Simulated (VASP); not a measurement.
**KF: single point with PBE**

The system is KF.

```
CELL_PARAMETERS angstrom
0.00000 2.69997 2.69997
2.69997 0.00000 2.69997
2.69997 2.69997 0.00000
ATOMIC_POSITIONS crystal
K 0.00000 0.00000 0.00000
F 0.50000 0.50000 0.50000
```

This cell differs from its parent crystal: volume scaled by 1.03.

* Program: VASP 6.6.1
* Task: single point
* Functional: PBE
* Potentials or basis: VASP PAW PBE potentials, release 64 (K_sv, F)
* Cutoff: 520 eV
* k mesh: 9 × 9 × 9
* Occupations: fermi-dirac, width 0.01 eV
* Spin: no spin polarisation
* Dipole correction: no
* Further INCAR settings: ALGO = Normal; EDIFF = 1e-06; NBANDS = 15

```json
{
 "Pressure": "0.4 GPa",
 "Band gap on the k mesh": "6.00 eV, direct"
}
```

Levels at points of the mesh, in eV from the valence-band top:
```csv
k point,band 4,band 5,band 6,band 7,band 8,band 9,band 10,band 11,band 12,band 13
"(0.00, 0.00, 0.00)",-9.50,-9.50,0.00,0.00,0.00,6.00,10.59,10.59,10.59,12.22
```

It took 32 s on 1 thread of AMD EPYC 7R13, with other jobs on the host, peak memory 0.13 GiB.

 A k mesh can miss the band edges.
